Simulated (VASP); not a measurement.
Write the native input for VASP 6.6.1 that does the following.

| Quantity | Value |
| --- | --- |
| Task | single point |
| Functional | PBE |
| Potentials or basis | VASP PAW PBE potentials, release 64 (P, In_d) |
| Cutoff | 520 eV |
| k mesh | 8 × 8 × 1 |
| Occupations | gaussian, width 0.01 eV |
| Spin | no spin polarisation |
| Dipole correction | yes |
| Further INCAR settings | ALGO = Normal; EDIFF = 1e-06; NBANDS = 48 |

The structure of In4P5 lies in POSCAR:

```
In4P5
1.0
    4.2144047934      0.0000000000      0.0000000000
    0.0000000000      4.2144047934      0.0000000000
    0.0000000000      0.0000000000     26.9201368324
P In
5 4
Direct
    0.0000000000      0.5000000000      0.2786018528
    0.5000000000      0.0000000000      0.3893009264
    0.0000000000      0.5000000000      0.5000000000
    0.5000000000      0.0000000000      0.6106990736
    0.0000000000      0.5000000000      0.7213981472
    0.5000000000      0.5000000000      0.3339513896
    0.0000000000      0.0000000000      0.4446504632
    0.5000000000      0.5000000000      0.5553495368
    0.0000000000      0.0000000000      0.6660486104
```

These files were run (other wordings do the same):

INCAR

```
PREC = Accurate ; ENCUT = 520
EDIFF = 1E-6 ; ISMEAR = 0
SIGMA = 0.01 ; LREAL = False
LASPH = True ; NELM = 100
ALGO = Normal ; ISIF = 2
LWAVE = False ; LCHARG = False
LDIPOL = True ; IDIPOL = 3
DIPOL = 0.5 0.5 0.500 ; GGA = PE
NBANDS = 48
```

KPOINTS

```
regular mesh
0
Gamma
  8 8 1
```

Potentials or basis: VASP PAW PBE potentials, release 64 (P, In_d).

The run is started by

```sh
$ cat potpaw_PBE.64/P/POTCAR potpaw_PBE.64/In_d/POTCAR > POTCAR
$ mpirun -np 1 vasp_std > vasp.out
```

Results of the run:

```json
{"Largest force": "0.334 eV/Å"}
```

Run time: 5.2 min on 1 thread of Intel(R) Xeon(R) 6975P-C (Granite Rapids), with other jobs on the host, peak memory 0.59 GiB.
